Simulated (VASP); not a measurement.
# Li (P2_1/m) in VASP: a series of runs

The runs below take Li through single point, with PBE+D3(BJ).

Program: VASP 6.6.1. These are calculated values, not measurements. Logs are shortened: lines on timing, memory, paths and dates and some standing lists are left out, and cuts for length are marked.

**1. The cell of the first run**

It takes space group P2_1/m (No. 11, monoclinic). The conventional cell has a = 2.954 Å, b = 4.177 Å, c = 2.954 Å, α = 90.00°, β = 90.00°, γ = 90.00°. Within 3.3 Å of Li (site symmetry m) lie 8 Li at 2.52 to 2.95 Å.

**2. Single point, PBE+D3(BJ) (atoms displaced along several vibrational modes)**

File INCAR:

```
PREC = Accurate ; ENCUT = 520
EDIFF = 1E-7 ; ISMEAR = 0
SIGMA = 0.15 ; LREAL = False
LASPH = True ; NELM = 80
ALGO = Fast ; ISIF = 2
LWAVE = False ; LCHARG = False
GGA = PE ; IVDW = 12
NBANDS = 10
```

File KPOINTS:

```
Automatic mesh
0
Gamma
  16 16 12
```

File POSCAR:

```
Li
1.0
    0.0000000000     -2.0886081792     -2.0886081792
    0.0000000000      2.0886081792     -2.0886081792
    4.1772163584      0.0000000000      0.0000000000
Li
2
Direct
    0.6831363124      0.4796515208      0.5000000000
   -0.1831363124      0.0203484792      0.0000000000
```

Potentials or basis: VASP PAW PBE potentials, release 64 (Li_sv).

Started as:

```sh
cat potpaw_PBE.64/Li_sv/POTCAR > POTCAR
mpirun -np 1 vasp_std > vasp.out
```

OUTCAR:

```text
PREC = Accurate
   ENCUT = 520
   EDIFF = 1E-7
   ISMEAR = 0
   LREAL = False
   LASPH = True
   NELM = 80
   ISIF = 2
   GGA = PE
   IVDW = 12
 IVDW          = 12

 ion  position               nearest neighbor table
   1  0.683  0.480  0.500-   2 2.52   2 2.52
   2  0.817  0.020  0.000-   1 2.52   1 2.52

  LATTYP: Found a simple tetragonal cell.
 ALAT       =     2.9537380135
 C/A-ratio  =     1.4142135624

  Lattice vectors:

 A1 = (   0.0000000000,  -2.0886081792,  -2.0886081792)
 A2 = (   0.0000000000,   2.0886081792,  -2.0886081792)
 A3 = (   4.1772163584,   0.0000000000,   0.0000000000)

Analysis of symmetry for initial positions (statically):
=====================================================================
 Subroutine PRICEL returns:
 Original cell was already a primitive cell.

 Routine SETGRP: Setting up the symmetry group for a
 simple tetragonal supercell.

 Subroutine GETGRP returns: Found  4 space group operations
 (whereof  2 operations were pure point group operations)
 out of a pool of 16 trial point group operations.

The static configuration has the point symmetry C_1h.
 The point group associated with its full space group is C_2h.

Analysis of symmetry for dynamics (positions and initial velocities):
=====================================================================
 Subroutine PRICEL returns:
 Original cell was already a primitive cell.

 Routine SETGRP: Setting up the symmetry group for a
 simple tetragonal supercell.

 Subroutine GETGRP returns: Found  4 space group operations
 (whereof  2 operations were pure point group operations)
 out of a pool of 16 trial point group operations.

The dynamic configuration has the point symmetry C_1h.
 The point group associated with its full space group is C_2h.

 Subroutine INISYM returns: Found  4 space group operations
 (whereof  2 operations are pure point group operations),
 and found     1 'primitive' translations

----------------------------------------------------------------------------------------

                                     Primitive cell

  volume of cell :      36.4444

  direct lattice vectors                    reciprocal lattice vectors
     0.000000000 -2.088608179 -2.088608179     0.000000000 -0.239393872 -0.239393872
     0.000000000  2.088608179 -2.088608179     0.000000000  0.239393872 -0.239393872
     4.177216358  0.000000000  0.000000000     0.239393872  0.000000000  0.000000000

  length of vectors
     2.953738014  2.953738014  4.177216358     0.338554061  0.338554061  0.239393872

  position of ions in fractional coordinates (direct lattice)
     0.683136312  0.479651521  0.500000000
     0.816863688  0.020348479  0.000000000

  ion indices of the primitive-cell ions
   primitive index   ion index
                 1           1
                 2           2

----------------------------------------------------------------------------------------

 KPOINTS: Automatic mesh

Automatic generation of k-mesh.
 Grid dimensions read from file:
 generate k-points for:   16   16   12

 Generating k-lattice:

  Cartesian coordinates                     Fractional coordinates (reciprocal lattice)
     0.000000000 -0.014962117 -0.014962117     0.062500000  0.000000000  0.000000000
     0.000000000  0.014962117 -0.014962117     0.000000000  0.062500000  0.000000000
     0.019949489  0.000000000  0.000000000     0.000000000  0.000000000  0.083333333

  Length of vectors
     0.021159629  0.021159629  0.019949489

  Shift w.r.t. Gamma in fractional coordinates (k-lattice)
     0.000000000  0.000000000  0.000000000

 Subroutine IBZKPT returns following result:
 ===========================================

 Found    910 irreducible k-points:

 Following reciprocal coordinates:
            Coordinates               Weight
  0.000000  0.000000  0.000000      1.000000
  0.062500  0.000000  0.000000      2.000000
  0.000000  0.062500  0.000000      2.000000
  0.125000  0.000000  0.000000      2.000000
  0.000000  0.125000  0.000000      2.000000
  0.187500  0.000000  0.000000      2.000000
[... 16 lines left out ...]
  0.062500  0.125000  0.000000      2.000000
  0.187500  0.062500  0.000000      2.000000
 [... further k-points ...]
   k-points           NKPTS =    910   k-points in BZ     NKDIM =    910   number of bands    NBANDS=     10
   number of dos      NEDOS =    301   number of ions     NIONS =      2
   total plane-waves  NPLWV =  18432
   dimension x,y,z NGX =    24 NGY =   24 NGZ =   32
   dimension x,y,z NGXF=    48 NGYF=   48 NGZF=   64
   ions per type =               2
   NGX,Y,Z   is equivalent  to a cutoff of  13.51, 13.51, 12.74 a.u.
   NGXF,Y,Z  is equivalent  to a cutoff of  27.02, 27.02, 25.47 a.u.
 SYSTEM =  unknown system
   PREC   = accura    normal or accurate (medium, high low for compatibility)
   ISTART =      0    job   : 0-new  1-cont  2-samecut
   ICHARG =      2    charge: 1-file 2-atom 10-const
   ISPIN  =      1    spin polarized calculation?
   LNONCOLLINEAR =      F non collinear calculations
   LSORBIT =      F    spin-orbit coupling
   LASPH  =      T    aspherical Exc in radial PAW
   ENCUT  =  520.0 eV  38.22 Ry    6.18 a.u.   5.49  5.49  7.77*2*pi/ulx,y,z
   NELM   =     80;   NELMIN=  2; NELMDL= -5     # of ELM steps
   EDIFF  = 0.1E-06   stopping-criterion for ELM
   LREAL  =      F    real-space projection
   EDIFFG = 0.1E-05   stopping-criterion for IOM
   NSW    =      0    number of steps for IOM
   IBRION =     -1    ionic relax: 0-MD 1-quasi-New 2-CG
   NFREE  =      0    steps in history (QN), initial steepest desc. (CG)
   ISIF   =      2    stress and relaxation
   ISYM   =      2    0-nonsym 1-usesym 2-fastsym
   POTIM  = 0.5000    time-step for ionic-motion
   TEBEG  =    0.0;   TEEND  =   0.0 temperature during run
   PSTRESS=    0.0 pullay stress
   NELECT =       6.0000    total number of electrons
   NUPDOWN=      -1.0000    fix difference up-down
   EMIN   =  10.00;   EMAX   =-10.00  energy-range for DOS
   EFERMI =   0.00;   METHOD = LEGACY
   ISMEAR =     0;   SIGMA  =   0.15  broadening in eV -4-tet -1-fermi 0-gaus
   EFERMI_NEDOS =   21; number of points for ismear=-14 and -15
   IALGO  =     68    algorithm
   IMIX   =      4    mixing-type and parameters
     AMIX     =   0.40;   BMIX     =  1.00
     AMIX_MAG =   1.60;   BMIX_MAG =  1.00
  volume/ion in A,a.u.               =      18.22       122.97
  Fermi-wavevector in a.u.,A,eV,Ry     =   0.897253  1.695562 10.953548  0.805063
  Thomas-Fermi vector in A             =   2.019814
   LORBIT       =      0    0 simple, 1 ext, 2 COOP (PROOUT), +10 PAW based schemes
   GGA     = PE    functional components
   LHFCALC =     F    Hartree Fock is set to
   AEXX    =    0.0000 exact exchange contribution
   IVDW    =    12    specifies the selected vdW correction
   LEPSILON=     F    determine dielectric tensor
   LRPA    =     F    only Hartree local field effects (RPA)
 non-spin polarized calculation
 RMM-DIIS sequential band-by-band and
 Gauss-broadening in eV      SIGMA  =   0.15
  energy-cutoff  :      520.00
  volume of cell :       36.44
 maximum number of plane-waves:      1008
 NGX is ok and might be reduce to    24
   NGX = 11   NGY = 11   NGZ = 15

 number of electron       5.9999989 magnetization

 Free energy of the ion-electron system (eV)
  ---------------------------------------------------
  ext. energy  EPLUGINS =         0.00000000
  ---------------------------------------------------
  free energy    TOTEN  =        -3.48409194 eV

  energy without entropy =       -3.47523191  energy(sigma->0) =       -3.47966193

 E-fermi :   0.9642     XC(G=0):  -7.3038

 val. band max:        0.9580760887   @ k =  -0.1250   0.5000   0.5000
 cond. band min:       0.9662500007   @ k =  -0.3125   0.4375   0.0000
 fundamental gap:      0.0081739120
 Fermi energy:         0.9641839619

 k-point     1 :       0.0000    0.0000    0.0000
  band No.  band energies     occupation
      1     -45.7011      2.00000
      2     -45.6273      2.00000
      3      -2.7211      2.00000
      4       2.3151      0.00000
      5       6.1559      0.00000
      6       9.7884      0.00000
      7      10.3052      0.00000
      8      12.4762      0.00000
      9      14.0097      0.00000
     10      16.6602      0.00000

 k-point     2 :       0.0625    0.0000    0.0000
  band No.  band energies     occupation
      1     -45.7007      2.00000
      2     -45.6270      2.00000
      3      -2.6732      2.00000
      4       2.3763      0.00000
      5       6.1739      0.00000
      6       9.4308      0.00000
      7       9.8538      0.00000
      8      13.2310      0.00000
      9      14.0010      0.00000
     10      16.6330      0.00000

 k-point     3 :       0.0000    0.0625    0.0000
  band No.  band energies     occupation
      1     -45.7001      2.00000
      2     -45.6276      2.00000
      3      -2.6736      2.00000
      4       2.3814      0.00000
      5       6.0608      0.00000
      6       9.2989      0.00000
      7      10.5020      0.00000
      8      12.4535      0.00000
      9      14.5645      0.00000
     10      16.3710      0.00000

 k-point     4 :       0.1250    0.0000    0.0000
  band No.  band energies     occupation
      1     -45.6995      2.00000
      2     -45.6262      2.00000
      3      -2.5298      2.00000
      4       2.5589      0.00000
      5       6.1917      0.00000
      6       8.1059      0.00000
      7      10.0188      0.00000
      8      13.1212      0.00000
      9      15.1451      0.00000
     10      15.8189      0.00000
[... 222 lines left out ...]
 k-point    22 :      -0.1250    0.0625    0.0000
  band No.  band energies     occupation
      1     -45.6985      2.00000
      2     -45.6266      2.00000
      3      -2.4814      2.00000
      4       2.6253      0.00000
      5       6.1447      0.00000
      6       7.9700      0.00000
      7       9.7507      0.00000
      8      13.5607      0.00000
      9      15.5096      0.00000
     10      15.7103      0.00000

 k-point    23 :       0.0625    0.1250    0.0000
  band No.  band energies     occupation
      1     -45.6967      2.00000
      2     -45.6283      2.00000
      3      -2.4825      2.00000
      4       2.6413      0.00000
      5       5.7508      0.00000
      6       8.5456      0.00000
      7       9.8772      0.00000
      8      13.2775      0.00000
      9      15.0280      0.00000
     10      15.0772      0.00000

 k-point    24 :       0.1875    0.0625    0.0000
  band No.  band energies     occupation
      1     -45.6967      2.00000
      2     -45.6253      2.00000
      3      -2.2434      2.00000
      4       2.9254      0.00000
      5       5.9466      0.00000
      6       7.0786      0.00000
      7       9.7165      0.00000
      8      13.1582      0.00000
      9      14.2033      0.00000
     10      16.1118      0.00000

 [... further k-points ...]

------------------------ aborting loop because EDIFF is reached ----------------------------------------

 Edisp (eV)   -0.37965

 E8    (eV) :    -0.1590

  FORCE on cell =-STRESS in cart. coord.  units (eV):
  Direction    XX          YY          ZZ          XY          YZ          ZX
  --------------------------------------------------------------------------------------
  -------------------------------------------------------------------------------------
  Total       1.31561    -0.44785    -0.51421     0.00000    -1.24810     0.00000
  in kB      57.83707   -19.68853   -22.60583     0.00000   -54.86928     0.00000
  external pressure =        5.18 kB  Pullay stress =        0.00 kB

 VOLUME and BASIS-vectors are now :
 -----------------------------------------------------------------------------
  energy-cutoff  :      520.00
  volume of cell :       36.44
      direct lattice vectors                 reciprocal lattice vectors
     0.000000000 -2.088608179 -2.088608179     0.000000000 -0.239393872 -0.239393872
     0.000000000  2.088608179 -2.088608179     0.000000000  0.239393872 -0.239393872
     4.177216358  0.000000000  0.000000000     0.239393872  0.000000000  0.000000000

 POSITION                                       TOTAL-FORCE (eV/Angst)
 -----------------------------------------------------------------------------------
      2.08861     -0.42500     -2.42861         0.000000      0.314959      0.105135
      0.00000     -1.66361     -1.74861         0.000000     -0.314959     -0.105135
 -----------------------------------------------------------------------------------
    total drift:                               -0.000000     -0.000000      0.000000

  FREE ENERGIE OF THE ION-ELECTRON SYSTEM (eV)
  ---------------------------------------------------
  free  energy   TOTEN  =        -3.8637458616 eV

  energy  without entropy=       -3.8548858239  energy(sigma->0) =       -3.85931584
```

It took 1.8 min on 1 thread of Intel Xeon 6975P-C (Granite Rapids), shared host; peak memory 0.35 GiB.

Results:

```
Free energy                : -3.8637 eV
Largest force              : 0.332 eV/Å
Band gap on the k mesh     : zero (bands 3 and 4 overlap by 4.77 eV)
Dispersion energy per atom : -0.190 eV
```

Forces in eV/Å, atoms in the order of the input:
```
Li   0.000  0.315  0.105
Li   0.000 -0.315 -0.105
```

Caveat: the cell differs from its parent crystal (atoms displaced along several vibrational modes); the cutoff is under 1.25 times the usual one of these potentials, so pressure, stress and relaxed cells hold a basis-set (Pulay) error.

**3. Single point, PBE+D3(BJ) (atoms displaced along several vibrational modes)**

File INCAR:

```
SYSTEM = Li
PREC = Accurate
ENCUT = 520
EDIFF = 1E-6
ISMEAR = 0
SIGMA = 0.15
LREAL = .FALSE.
LASPH = .TRUE.
NELM = 80
ALGO = Fast
ISIF = 2
LWAVE = .FALSE.
LCHARG = .TRUE.
GGA = PE
IVDW = 12
LELF = .TRUE.
LVHAR = .TRUE.
NBANDS = 10
```

File KPOINTS:

```
regular mesh
0
G
  16 16 12
  0 0 0
```

File POSCAR:

```
Li
1.0
    0.0000000000     -2.0886081792     -2.0886081792
    0.0000000000      2.0886081792     -2.0886081792
    4.1772163584      0.0000000000      0.0000000000
Li
2
Direct
    0.5610454375      0.4796515208      0.5000000000
   -0.0610454375      0.0203484792      0.0000000000
```

Potentials or basis: VASP PAW PBE potentials, release 64 (Li_sv).

Started as:

```sh
cat potpaw_PBE.64/Li_sv/POTCAR > POTCAR
mpirun -np 1 vasp_std > vasp.out
```

It took 88 s on 1 thread of Intel Xeon 6975P-C (Granite Rapids), shared host; peak memory 0.34 GiB.

It converged, with:

* Free energy: -4.1168 eV
* Largest force: 0.288 eV/Å
* Band gap on the k mesh: zero (bands 3 and 4 overlap by 5.54 eV)
* Dispersion energy per atom: -0.188 eV

Forces on the atoms (eV/Å):
```
Li   0.000  0.265  0.113
Li   0.000 -0.265 -0.113
```

Levels at points of the mesh, in eV from the Fermi level:
```csv
k point,band 1,band 2,band 3,band 4,band 5,band 6,band 7,band 8
"(0.00, 0.00, 0.00)",-46.42,-46.38,-3.70,1.56,5.11,9.04,9.34,10.98
"(0.50, 0.00, 0.00)",-46.40,-46.38,-0.92,-0.15,5.11,6.55,8.19,9.40
"(0.00, 0.50, 0.00)",-46.39,-46.38,-0.71,-0.45,5.53,6.03,8.66,9.09
"(0.50, 0.50, 0.00)",-46.38,-46.38,1.63,1.73,4.66,4.99,8.70,9.05
"(0.00, 0.00, 0.50)",-46.40,-46.40,-2.14,-2.14,10.89,10.89,11.05,11.05
"(0.50, 0.00, 0.50)",-46.39,-46.39,-0.01,-0.01,3.14,3.14,13.49,13.49
"(0.00, 0.50, 0.50)",-46.39,-46.39,-0.09,-0.09,3.28,3.28,13.55,13.55
"(0.50, 0.50, 0.50)",-46.38,-46.38,3.41,3.41,3.75,3.75,5.00,5.00
```

Caveat: the cell differs from its parent crystal (atoms displaced along several vibrational modes); the cutoff is under 1.25 times the usual one of these potentials, so pressure, stress and relaxed cells hold a basis-set (Pulay) error.

**4. Single point, PBE+D3(BJ) (atoms displaced along several vibrational modes)**

File INCAR:

```
SYSTEM = Li
ALGO = Fast
EDIFF = 1E-6
ENCUT = 520
GGA = PE
ISIF = 2
ISMEAR = 0
IVDW = 12
LASPH = .True.
LCHARG = .False.
LREAL = .False.
LWAVE = .False.
NBANDS = 10
NELM = 60
PREC = Accurate
SIGMA = 0.15
```

File KPOINTS:

```
k-points
0
Gamma
  16 16 12
  0 0 0
```

File POSCAR:

```
Li
1.0
    0.0000000000     -2.0886081792     -2.0886081792
    0.0000000000      2.0886081792     -2.0886081792
    4.1772163584      0.0000000000      0.0000000000
Li
2
Direct
    0.6017423958      0.4796515208      0.5000000000
   -0.1017423958      0.0203484792      0.0000000000
```

Started as:

```sh
cat potpaw_PBE.64/Li_sv/POTCAR > POTCAR
mpirun -np 1 vasp_std > vasp.out
```

Run time: 86 s. Hardware: 1 thread of Intel Xeon 6975P-C (Granite Rapids), shared host; peak memory 0.35 GiB.

The run converged. Its results:

```
Free energy                : -4.0393 eV
Largest force              : 0.386 eV/Å
Band gap on the k mesh     : zero (bands 3 and 4 overlap by 5.24 eV)
Dispersion energy per atom : -0.189 eV
```

Forces on the atoms (eV/Å):
```
Li   0.000  0.344  0.174
Li   0.000 -0.344 -0.174
```

Levels at points of the mesh, in eV from the Fermi level:
```tsv
k point	band 1	band 2	band 3	band 4	band 5	band 6	band 7	band 8
(0.00, 0.00, 0.00)	-46.51	-46.46	-3.70	1.48	5.12	8.96	9.85	10.45
(0.50, 0.00, 0.00)	-46.49	-46.45	-1.11	0.16	4.68	7.01	7.62	9.58
(0.00, 0.50, 0.00)	-46.48	-46.47	-0.73	-0.47	5.46	5.97	8.59	9.05
(0.50, 0.50, 0.00)	-46.47	-46.46	1.71	1.88	4.22	4.66	8.40	8.91
(0.00, 0.00, 0.50)	-46.48	-46.48	-2.15	-2.15	10.74	10.74	10.99	10.99
(0.50, 0.00, 0.50)	-46.47	-46.47	0.10	0.10	2.88	2.88	13.34	13.34
(0.00, 0.50, 0.50)	-46.47	-46.47	-0.15	-0.15	3.30	3.30	13.52	13.52
(0.50, 0.50, 0.50)	-46.46	-46.46	3.10	3.10	3.82	3.82	5.33	5.33
```

Caveat: the cell differs from its parent crystal (atoms displaced along several vibrational modes); the cutoff is under 1.25 times the usual one of these potentials, so pressure, stress and relaxed cells hold a basis-set (Pulay) error.

[end of part 1 of 2]
